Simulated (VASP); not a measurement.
# Al (Cmme) in VASP: single point with r2SCAN

Aim: the single point of Al with r2SCAN.

All numbers are computed with VASP 6.6.1; they aren't measurements. Logs are shortened: lines on timing, memory, paths and dates and some standing lists are left out, and cuts for length are marked.

## 1. The cell of the first run

The structure is orthorhombic, space group Cmme (No. 67). Conventional cell: a = 3.189 Å, b = 4.510 Å, c = 10.019 Å, α = 90.00°, β = 90.00°, γ = 90.00°. Within 3.7 Å of Al (site symmetry mm2) lie 12 Al at 2.76 to 3.62 Å. Al (site symmetry mm2) has 14 Al at 2.76 to 3.19 Å within 3.6 Å.

## 2. Single point, r2SCAN (the distance across one plane changed)

Input file POSCAR:

```
Al
1.0
   -1.5943685756      1.5943685756     -1.5943685756
   -1.5943685756     -1.5943685756      1.5943685756
    0.0000000000      7.0845810835      7.0845810835
Al
4
Direct
    0.0000000000      0.0000000000      0.7876668992
    0.5000000000      0.5000000000      0.1125238427
    0.0000000000      0.0000000000      0.3375715282
    0.5000000000      0.5000000000      0.5626192137
```

Input file INCAR.step1:

```
SYSTEM = Al
PREC     = Accurate       ! precision mode
ENCUT    = 520            ! plane-wave cutoff, eV
ISMEAR   = 0              ! smearing method
SIGMA    = 0.15           ! smearing width, eV
LREAL    = .False.        ! projectors in reciprocal space
LASPH    = .True.         ! aspherical terms in the spheres
NELM     = 100            ! most SCF steps
NBANDS   = 14             ! bands
GGA      = PE             ! functional
ALGO     = Normal         ! electronic algorithm
EDIFF    = 1E-4           ! SCF threshold, eV
LWAVE    = .True.         ! write WAVECAR
LCHARG   = .False.        ! write CHGCAR
```

Input file INCAR.step2:

```
SYSTEM = Al
PREC     = Accurate       ! precision mode
ENCUT    = 520            ! plane-wave cutoff, eV
EDIFF    = 1E-6           ! SCF threshold, eV
ISMEAR   = 0              ! smearing method
SIGMA    = 0.15           ! smearing width, eV
LREAL    = .False.        ! projectors in reciprocal space
LASPH    = .True.         ! aspherical terms in the spheres
NELM     = 100            ! most SCF steps
ALGO     = Normal         ! electronic algorithm
ISIF     = 2              ! what is computed and relaxed
LWAVE    = .False.        ! write WAVECAR
LCHARG   = .False.        ! write CHGCAR
METAGGA  = R2SCAN         ! meta-GGA
LMIXTAU  = .True.       
NBANDS   = 14             ! bands
ISTART   = 1
```

Input file KPOINTS:

```
Automatic mesh
0
Gamma
  22 22 7
  0 0 0
```

Potentials or basis: VASP PAW PBE potentials, release 64 (Al).

On the command line:

```console
cat potpaw_PBE.64/Al/POTCAR > POTCAR
cp INCAR.step1 INCAR
mpirun -np 1 vasp_std > vasp.out
cp INCAR.step2 INCAR
mpirun -np 1 vasp_std > vasp.out
```

OUTCAR:

```text
SYSTEM = Al
   PREC = Accurate
   ENCUT = 520
   EDIFF = 1E-6
   ISMEAR = 0
   LREAL = .False.
   LASPH = .True.
   NELM = 100
   ISIF = 2
   METAGGA = R2SCAN
   ISTART = 1

 ion  position               nearest neighbor table
   1  0.000  0.000  0.788-   4 2.76   4 2.76   4 3.19   4 3.19
   2  0.500  0.500  0.113-   3 2.76   3 2.76   3 3.19   3 3.19
   3  0.000  0.000  0.338-   2 2.76   4 2.76   2 2.76   4 2.76   2 3.19   4 3.19   2 3.19   4 3.19

   4  0.500  0.500  0.563-   1 2.76   1 2.76   3 2.76   3 2.76   1 3.19   1 3.19   3 3.19   3 3.19

  LATTYP: Found a base centered orthorhombic cell.
 ALAT       =     3.1887371512
 B/A-ratio  =     1.4142135624
 C/A-ratio  =     3.1420308972

  Lattice vectors:

 A1 = (  -1.5943685756,   1.5943685756,  -1.5943685756)
 A2 = (  -1.5943685756,  -1.5943685756,   1.5943685756)
 A3 = (   0.0000000000,   7.0845810835,   7.0845810835)

Analysis of symmetry for initial positions (statically):
=====================================================================
 Subroutine PRICEL returns:
 Original cell was already a primitive cell.

 Routine SETGRP: Setting up the symmetry group for a
 base centered orthorhombic supercell.

 Subroutine GETGRP returns: Found  8 space group operations
 (whereof  4 operations were pure point group operations)
 out of a pool of  8 trial point group operations.

The static configuration has the point symmetry C_2v.
 The point group associated with its full space group is D_2h.

Analysis of symmetry for dynamics (positions and initial velocities):
=====================================================================
 Subroutine PRICEL returns:
 Original cell was already a primitive cell.

 Routine SETGRP: Setting up the symmetry group for a
 base centered orthorhombic supercell.

 Subroutine GETGRP returns: Found  8 space group operations
 (whereof  4 operations were pure point group operations)
 out of a pool of  8 trial point group operations.

The dynamic configuration has the point symmetry C_2v.
 The point group associated with its full space group is D_2h.

 Subroutine INISYM returns: Found  8 space group operations
 (whereof  4 operations are pure point group operations),
 and found     1 'primitive' translations

----------------------------------------------------------------------------------------

                                     Primitive cell

  volume of cell :      72.0363

  direct lattice vectors                    reciprocal lattice vectors
[... 107 lines left out ...]
   EFERMI_NEDOS =   21; number of points for ismear=-14 and -15
   IALGO  =     38    algorithm
   IMIX   =      4    mixing-type and parameters
     AMIX     =   0.40;   BMIX     =  1.00
     AMIX_MAG =   1.60;   BMIX_MAG =  1.00
  volume/ion in A,a.u.               =      18.01       121.53
  Fermi-wavevector in a.u.,A,eV,Ry     =   0.900779  1.702225 11.039795  0.811402
  Thomas-Fermi vector in A             =   2.023778
   LORBIT       =      0    0 simple, 1 ext, 2 COOP (PROOUT), +10 PAW based schemes
   METAGGA = R2SCAN    functional components
   LHFCALC =     F    Hartree Fock is set to
   AEXX    =    0.0000 exact exchange contribution
   IVDW    =     0    specifies the selected vdW correction
   LEPSILON=     F    determine dielectric tensor
   LRPA    =     F    only Hartree local field effects (RPA)
 non-spin polarized calculation
 Gauss-broadening in eV      SIGMA  =   0.15
  energy-cutoff  :      520.00
  volume of cell :       72.04
 maximum number of plane-waves:      1962
 NGX is ok and might be reduce to    24
   NGX = 11   NGY = 11   NGZ = 37

 number of electron      12.0000000 magnetization

 Free energy of the ion-electron system (eV)
  ---------------------------------------------------
  ext. energy  EPLUGINS =         0.00000000
  ---------------------------------------------------
  free energy    TOTEN  =       -26.06842282 eV

  energy without entropy =      -26.05141250  energy(sigma->0) =      -26.05991766

 E-fermi :   7.0609     XC(G=0): -10.4929

 val. band max:        7.0566758891   @ k =  -0.3182   0.0909   0.1429
 cond. band min:       7.0695096401   @ k =  -0.3636   0.1818   0.0000
 fundamental gap:      0.0128337511
 Fermi energy:         7.0608556550

 k-point     1 :       0.0000    0.0000    0.0000
  band No.  band energies     occupation
      1      -4.5742      2.00000
      2      -3.2187      2.00000
      3      -1.9365      2.00000
      4       1.9223      2.00000
      5       2.5445      2.00000
      6       9.2213      0.00000
      7      10.0830      0.00000
      8      16.1124      0.00000
      9      16.3259      0.00000
     10      17.3002      0.00000
     11      17.3804      0.00000
     12      18.1306      0.00000
     13      18.4999      0.00000
     14      18.6720      0.00000
[... 377 lines left out ...]
      1      -0.1223      2.00000
      2       1.1849      2.00000
      3       2.4349      2.00000
      4       2.5684      2.00000
      5       3.9759      2.00000
      6       5.2232      2.00000
      7       6.3585      2.00000
      8       6.8304      1.97019
      9       8.9499      0.00000
     10       9.5105      0.00000
     11      13.1699      0.00000
     12      14.0194      0.00000
     13      14.3948      0.00000
     14      15.7551      0.00000

 [... further k-points ...]

------------------------ aborting loop because EDIFF is reached ----------------------------------------

  FORCE on cell =-STRESS in cart. coord.  units (eV):
  Direction    XX          YY          ZZ          XY          YZ          ZX
  --------------------------------------------------------------------------------------
  -------------------------------------------------------------------------------------
  Total       -1.5194047     -0.9102242     -0.9102242      0.0000000     -0.1567081     -0.0000000
  in kB      -33.7934430    -20.2445137    -20.2445137      0.0000000     -3.4853817     -0.0000000
  external PRESSURE =     -24.7608234 kB  Pullay stress =       0.0000000 kB

 VOLUME and BASIS-vectors are now :
 -----------------------------------------------------------------------------
  energy-cutoff  :      520.00
  volume of cell :       72.04
      direct lattice vectors                 reciprocal lattice vectors
    -1.594368576  1.594368576 -1.594368576    -0.313603772  0.156801886 -0.156801886
    -1.594368576 -1.594368576  1.594368576    -0.313603772 -0.156801886  0.156801886
     0.000000000  7.084581083  7.084581083     0.000000000  0.070575803  0.070575803

 POSITION                                       TOTAL-FORCE (eV/Angst)
 -----------------------------------------------------------------------------------
      0.00000      5.58029      5.58029         0.000000      0.280535      0.280535
     -1.59437      0.79718      0.79718         0.000000     -0.280535     -0.280535
      0.00000      2.39155      2.39155        -0.000000      0.050559      0.050559
     -1.59437      3.98592      3.98592        -0.000000     -0.050559     -0.050559
 -----------------------------------------------------------------------------------
    total drift:                                0.000000      0.000084      0.000084

  FREE ENERGIE OF THE ION-ELECTRON SYSTEM (eV)
  ---------------------------------------------------
  free  energy   TOTEN  =       -26.0684228174 eV

  energy  without entropy=      -26.0514125000  energy(sigma->0) =      -26.05991766
```

OSZICAR.step1:

```text
N       E                     dE             d eps       ncg     rms          rms(c)
DAV:   1     0.733419575777E+01    0.73342E+01   -0.42252E+03 14896   0.676E+02
DAV:   2    -0.137978468267E+02   -0.21132E+02   -0.19528E+02 19248   0.868E+01
DAV:   3    -0.145387948066E+02   -0.74095E+00   -0.73191E+00 19886   0.137E+01
DAV:   4    -0.145466011333E+02   -0.78063E-02   -0.78051E-02 17826   0.171E+00
DAV:   5    -0.145467478852E+02   -0.14675E-03   -0.14675E-03 20162   0.240E-01    0.266E+00
DAV:   6    -0.143010394989E+02    0.24571E+00   -0.66215E-01 16002   0.339E+00    0.150E+00
DAV:   7    -0.142677324078E+02    0.33307E-01   -0.64123E-02 17356   0.121E+00    0.859E-01
DAV:   8    -0.142529477716E+02    0.14785E-01   -0.21129E-02 18064   0.696E-01    0.184E-01
DAV:   9    -0.142520887210E+02    0.85905E-03   -0.18779E-03 17432   0.210E-01    0.117E-01
DAV:  10    -0.142519420025E+02    0.14672E-03   -0.17379E-04 15194   0.657E-02    0.506E-02
DAV:  11    -0.142519418300E+02    0.17254E-06   -0.13787E-05  9308   0.216E-02
   1 F= -.14251942E+02 E0= -.14242722E+02  d E =-.184400E-01
```

Run time: 42 min. Hardware: 1 thread of AMD EPYC 7R13, shared host; peak memory 0.48 GiB.

Results:

```
Free energy            : -26.0684 eV
Pressure               : -2.5 GPa
Largest force          : 0.397 eV/Å
Band gap on the k mesh : zero (bands 6 and 7 overlap by 5.44 eV)
```

Forces on the atoms (eV/Å):
```
Al   0.000  0.281  0.281
Al   0.000 -0.281 -0.281
Al   0.000  0.051  0.051
Al   0.000 -0.051 -0.051
```

Caveat: the cell differs from its parent crystal (the distance across one plane changed); the PAW data sets were made with another functional, which shifts forces and pressure a little.
